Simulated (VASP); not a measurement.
# H (P6_3/mmc) in VASP: further runs, part 2 of 2

VASP 6.6.1. Earlier steps stand in the parts before.

### 6 Single point, PBE (strain -0.050 along x and y, +0.025 along z)

INCAR

```
SYSTEM = H
  PREC = Accurate
  ENCUT = 520
  EDIFF = 1E-7
  ISMEAR = 0
  SIGMA = 0.05
  LREAL = .False.
  LASPH = .True.
  NELM = 100
  ALGO = Normal
  ISIF = 2
  LWAVE = .False.
  LCHARG = .False.
  GGA = PE
  NBANDS = 10
```

KPOINTS

```
Automatic mesh
0
Gamma
  9 9 6
  0 0 0
```

POSCAR

```
H
1.0
    3.6481239015      0.0000000000      0.0000000000
   -1.8240619507      3.1593679748      0.0000000000
    0.0000000000      0.0000000000      5.1728280887
H
4
Direct
    0.3333333333      0.6666666667      0.1764958800
    0.6666666667      0.3333333333      0.6764958800
    0.6666666667      0.3333333333      0.8235041200
    0.3333333333      0.6666666667      0.3235041200
```

Potentials or basis: VASP PAW PBE potentials, release 64 (H).

Run with:

```bash
cat potpaw_PBE.64/H/POTCAR > POTCAR
mpirun -np 1 vasp_std > vasp.out
```

OUTCAR:

```text
SYSTEM = H
   PREC = Accurate
   ENCUT = 520
   EDIFF = 1E-7
   ISMEAR = 0
   LREAL = .False.
   LASPH = .True.
   NELM = 100
   ISIF = 2
   GGA = PE

 ion  position               nearest neighbor table
   1  0.333  0.667  0.176-   4 0.76
   2  0.667  0.333  0.676-   3 0.76
   3  0.667  0.333  0.824-   2 0.76
   4  0.333  0.667  0.324-   1 0.76

  LATTYP: Found a hexagonal cell.
 ALAT       =     3.6481239015
 C/A-ratio  =     1.4179419966

  Lattice vectors:

 A1 = (   3.6481239015,   0.0000000000,   0.0000000000)
 A2 = (  -1.8240619507,   3.1593679748,   0.0000000000)
 A3 = (   0.0000000000,   0.0000000000,   5.1728280887)

Analysis of symmetry for initial positions (statically):
=====================================================================
 Subroutine PRICEL returns:
 Original cell was already a primitive cell.

 Routine SETGRP: Setting up the symmetry group for a
 hexagonal supercell.

 Subroutine GETGRP returns: Found 24 space group operations
 (whereof 12 operations were pure point group operations)
 out of a pool of 24 trial point group operations.

The static configuration has the point symmetry D_3d.
 The point group associated with its full space group is D_6h.

Analysis of symmetry for dynamics (positions and initial velocities):
=====================================================================
 Subroutine PRICEL returns:
 Original cell was already a primitive cell.

 Routine SETGRP: Setting up the symmetry group for a
 hexagonal supercell.

 Subroutine GETGRP returns: Found 24 space group operations
 (whereof 12 operations were pure point group operations)
 out of a pool of 24 trial point group operations.

The dynamic configuration has the point symmetry D_3d.
 The point group associated with its full space group is D_6h.

 Subroutine INISYM returns: Found 24 space group operations
 (whereof 12 operations are pure point group operations),
 and found     1 'primitive' translations

----------------------------------------------------------------------------------------

                                     Primitive cell

  volume of cell :      59.6208

  direct lattice vectors                    reciprocal lattice vectors
     3.648123901  0.000000000  0.000000000     0.274113497  0.158259501  0.000000000
    -1.824061951  3.159367975  0.000000000     0.000000000  0.316519003  0.000000000
     0.000000000  0.000000000  5.172828089     0.000000000  0.000000000  0.193317849

  length of vectors
     3.648123901  3.648123901  5.172828089     0.316519003  0.316519003  0.193317849

  position of ions in fractional coordinates (direct lattice)
     0.333333333  0.666666667  0.176495880
     0.666666667  0.333333333  0.676495880
     0.666666667  0.333333333  0.823504120
     0.333333333  0.666666667  0.323504120

  ion indices of the primitive-cell ions
   primitive index   ion index
[... 23 lines left out ...]
  Shift w.r.t. Gamma in fractional coordinates (k-lattice)
     0.000000000  0.000000000  0.000000000

 Subroutine IBZKPT returns following result:
 ===========================================

 Found     48 irreducible k-points:

 Following reciprocal coordinates:
            Coordinates               Weight
  0.000000  0.000000  0.000000      1.000000
  0.111111 -0.000000  0.000000      6.000000
  0.222222 -0.000000  0.000000      6.000000
  0.333333  0.000000  0.000000      6.000000
  0.444444 -0.000000  0.000000      6.000000
  0.111111  0.111111  0.000000      6.000000
[... 16 lines left out ...]
  0.333333  0.222222  0.166667     24.000000
  0.333333  0.333333  0.166667      4.000000
 [... further k-points ...]
   k-points           NKPTS =     48   k-points in BZ     NKDIM =     48   number of bands    NBANDS=     10
   number of dos      NEDOS =    301   number of ions     NIONS =      4
   total plane-waves  NPLWV =  31360
   dimension x,y,z NGX =    28 NGY =   28 NGZ =   40
   dimension x,y,z NGXF=    56 NGYF=   56 NGZF=   80
   ions per type =               4
   NGX,Y,Z   is equivalent  to a cutoff of  12.76, 12.76, 12.86 a.u.
   NGXF,Y,Z  is equivalent  to a cutoff of  25.52, 25.52, 25.71 a.u.
 SYSTEM =  H
   PREC   = accura    normal or accurate (medium, high low for compatibility)
   ISTART =      0    job   : 0-new  1-cont  2-samecut
   ICHARG =      2    charge: 1-file 2-atom 10-const
   ISPIN  =      1    spin polarized calculation?
   LNONCOLLINEAR =      F non collinear calculations
   LSORBIT =      F    spin-orbit coupling
   LASPH  =      T    aspherical Exc in radial PAW
   ENCUT  =  520.0 eV  38.22 Ry    6.18 a.u.   6.78  6.78  9.62*2*pi/ulx,y,z
   NELM   =    100;   NELMIN=  2; NELMDL= -5     # of ELM steps
   EDIFF  = 0.1E-06   stopping-criterion for ELM
   LREAL  =      F    real-space projection
   EDIFFG = 0.1E-05   stopping-criterion for IOM
   NSW    =      0    number of steps for IOM
   IBRION =     -1    ionic relax: 0-MD 1-quasi-New 2-CG
   NFREE  =      0    steps in history (QN), initial steepest desc. (CG)
   ISIF   =      2    stress and relaxation
   ISYM   =      2    0-nonsym 1-usesym 2-fastsym
   POTIM  = 0.5000    time-step for ionic-motion
   TEBEG  =    0.0;   TEEND  =   0.0 temperature during run
   PSTRESS=    0.0 pullay stress
   NELECT =       4.0000    total number of electrons
   NUPDOWN=      -1.0000    fix difference up-down
   EMIN   =  10.00;   EMAX   =-10.00  energy-range for DOS
   EFERMI =   0.00;   METHOD = LEGACY
   ISMEAR =     0;   SIGMA  =   0.05  broadening in eV -4-tet -1-fermi 0-gaus
   EFERMI_NEDOS =   21; number of points for ismear=-14 and -15
   IALGO  =     38    algorithm
   IMIX   =      4    mixing-type and parameters
     AMIX     =   0.40;   BMIX     =  1.00
     AMIX_MAG =   1.60;   BMIX_MAG =  1.00
  volume/ion in A,a.u.               =      14.91       100.59
  Fermi-wavevector in a.u.,A,eV,Ry     =   0.665215  1.257075  6.020733  0.442511
  Thomas-Fermi vector in A             =   1.739142
   LORBIT       =      0    0 simple, 1 ext, 2 COOP (PROOUT), +10 PAW based schemes
   GGA     = PE    functional components
   LHFCALC =     F    Hartree Fock is set to
   AEXX    =    0.0000 exact exchange contribution
   IVDW    =     0    specifies the selected vdW correction
   LEPSILON=     F    determine dielectric tensor
   LRPA    =     F    only Hartree local field effects (RPA)
 non-spin polarized calculation
 Gauss-broadening in eV      SIGMA  =   0.05
  energy-cutoff  :      520.00
  volume of cell :       59.62
 maximum number of plane-waves:      1651
 NGX is ok and might be reduce to    28
   NGX = 13   NGY = 13   NGZ = 19

 number of electron       3.9999998 magnetization

 Free energy of the ion-electron system (eV)
  ---------------------------------------------------
  ext. energy  EPLUGINS =         0.00000000
  ---------------------------------------------------
  free energy    TOTEN  =       -13.57222794 eV

  energy without entropy =      -13.57222794  energy(sigma->0) =      -13.57222794

 E-fermi :  -8.5386     XC(G=0):  -4.7729

 val. band max:       -8.7720027270   @ k =   0.1111   0.1111   0.0000
 cond. band min:       0.0862075111   @ k =   0.0000   0.0000   0.0000
 fundamental gap:      8.8582102380
 Fermi energy:        -8.5386241815

 k-point     1 :       0.0000    0.0000    0.0000
  band No.  band energies     occupation
      1     -10.2906      2.00000
      2      -8.7870      2.00000
      3       0.0862      0.00000
      4       3.6645      0.00000
      5       6.5949      0.00000
      6       7.9365      0.00000
      7       9.4718      0.00000
      8       9.4718      0.00000
      9      10.8721      0.00000
     10      10.8721      0.00000
[... 287 lines left out ...]
 k-point    24 :       0.3333    0.3333    0.1667
  band No.  band energies     occupation
      1      -9.0870      2.00000
      2      -9.0870      2.00000
      3       2.1042      0.00000
      4       2.6033      0.00000
      5       2.6033      0.00000
      6       5.2465      0.00000
      7       5.2465      0.00000
      8       5.7755      0.00000
      9       9.6668      0.00000
     10      13.5570      0.00000

 [... further k-points ...]
[... 5 lines left out ...]
  --------------------------------------------------------------------------------------
  -------------------------------------------------------------------------------------
  Total       -0.0227237     -0.0227237     -0.5584445     -0.0000000     -0.0000000      0.0000000
  in kB       -0.6106487     -0.6106487    -15.0069614     -0.0000000     -0.0000000      0.0000000
  external PRESSURE =      -5.4094196 kB  Pullay stress =       0.0000000 kB

 VOLUME and BASIS-vectors are now :
 -----------------------------------------------------------------------------
  energy-cutoff  :      520.00
  volume of cell :       59.62
      direct lattice vectors                 reciprocal lattice vectors
     3.648123901  0.000000000  0.000000000     0.274113497  0.158259501  0.000000000
    -1.824061951  3.159367975  0.000000000     0.000000000  0.316519003  0.000000000
     0.000000000  0.000000000  5.172828089     0.000000000  0.000000000  0.193317849

 POSITION                                       TOTAL-FORCE (eV/Angst)
 -----------------------------------------------------------------------------------
     -0.00000      2.10625      0.91298        -0.000000      0.000000      0.340513
      1.82406      1.05312      3.49940         0.000000      0.000000      0.340513
      1.82406      1.05312      4.25985         0.000000     -0.000000     -0.340513
     -0.00000      2.10625      1.67343        -0.000000      0.000000     -0.340513
 -----------------------------------------------------------------------------------
    total drift:                               -0.000000      0.000000     -0.000000

  FREE ENERGIE OF THE ION-ELECTRON SYSTEM (eV)
  ---------------------------------------------------
  free  energy   TOTEN  =       -13.5722279436 eV

  energy  without entropy=      -13.5722279436  energy(sigma->0) =      -13.57222794
```

OSZICAR:

```text
N       E                     dE             d eps       ncg     rms          rms(c)
DAV:   1    -0.542718973073E+01   -0.54272E+01   -0.14469E+03   960   0.269E+02
DAV:   2    -0.144429019373E+02   -0.90157E+01   -0.89335E+01  1300   0.529E+01
DAV:   3    -0.147245986973E+02   -0.28170E+00   -0.28161E+00  1114   0.847E+00
DAV:   4    -0.147254249143E+02   -0.82622E-03   -0.82620E-03  1078   0.554E-01
DAV:   5    -0.147254280579E+02   -0.31436E-05   -0.31436E-05  1076   0.344E-02    0.612E+00
DAV:   6    -0.139403598289E+02    0.78507E+00   -0.36574E-01  1032   0.213E+00    0.334E+00
DAV:   7    -0.135649692780E+02    0.37539E+00   -0.84399E-01  1042   0.334E+00    0.391E-01
DAV:   8    -0.135746907259E+02   -0.97214E-02   -0.15864E-02   988   0.545E-01    0.268E-01
DAV:   9    -0.135721698429E+02    0.25209E-02   -0.52857E-03  1008   0.259E-01    0.170E-02
DAV:  10    -0.135722169840E+02   -0.47141E-04   -0.91900E-05  1044   0.551E-02    0.783E-03
DAV:  11    -0.135722256408E+02   -0.86568E-05   -0.58430E-06   994   0.198E-02    0.171E-03
DAV:  12    -0.135722276926E+02   -0.20518E-05   -0.23345E-07  1082   0.264E-03    0.210E-04
DAV:  13    -0.135722280257E+02   -0.33310E-06   -0.20041E-08   988   0.113E-03    0.293E-04
DAV:  14    -0.135722279436E+02    0.82144E-07   -0.34660E-09   516   0.196E-04
   1 F= -.13572228E+02 E0= -.13572228E+02  d E =-.278723E-12
```

It took 18 s on 1 thread of Intel Xeon Platinum 8375C at 2.90GHz (Ice Lake), shared host; peak memory 0.17 GiB.

What came out:

```yaml
Free_energy: -13.5722 eV
Pressure: -0.5 GPa
Largest_force: 0.341 eV/Å
Band_gap_on_the_k_mesh: 8.86 eV, indirect (least direct gap 8.87 eV)
```

Forces in eV/Å, atoms in the order of the input:
```
H    0.000  0.000  0.341
H    0.000  0.000  0.341
H    0.000  0.000 -0.341
H    0.000  0.000 -0.341
```

Stress tensor (GPa, compression positive):
```
-0.06  0.00  0.00
 0.00 -0.06  0.00
 0.00  0.00 -1.50
```

Caveat: the cell differs from its parent crystal (strain -0.050 along x and y, +0.025 along z).

### 7 Summary

| cell | gap on the mesh (eV) | pressure (GPa) | largest force (eV/Å) |
| --- | --- | --- | --- |
| a = 3.648, b = 3.648, c = 4.794 Å, angles 90.0, 90.0, 120.0°, 4 atoms | 9.71 | 2.4 | 1.81 |
| a = 3.648, b = 3.648, c = 4.920 Å, angles 90.0, 90.0, 120.0°, 4 atoms | 9.41 | 1.3 | 1.01 |
| a = 3.648, b = 3.648, c = 5.047 Å, angles 90.0, 90.0, 120.0°, 4 atoms | 9.13 | 0.3 | 0.29 |
| a = 3.744, b = 3.744, c = 4.794 Å, angles 90.0, 90.0, 120.0°, 4 atoms | 9.86 | 2.3 | 1.82 |
| a = 3.648, b = 3.648, c = 5.173 Å, angles 90.0, 90.0, 120.0°, 4 atoms | 8.86 | -0.5 | 0.34 |

Alike in all rows: task single point; level PBE; potentials or basis VASP PAW PBE potentials, release 64 (H); no spin polarisation; k mesh 9 × 9 × 6; cutoff (eV) 520; smearing gaussian 0.05 eV.

Caveats: forces of over 1 eV/Å act on the atoms, so gaps and moduli don't describe the material at rest (some runs).

Total energies depend on the potentials used, so only differences within one code and one set of settings carry meaning.
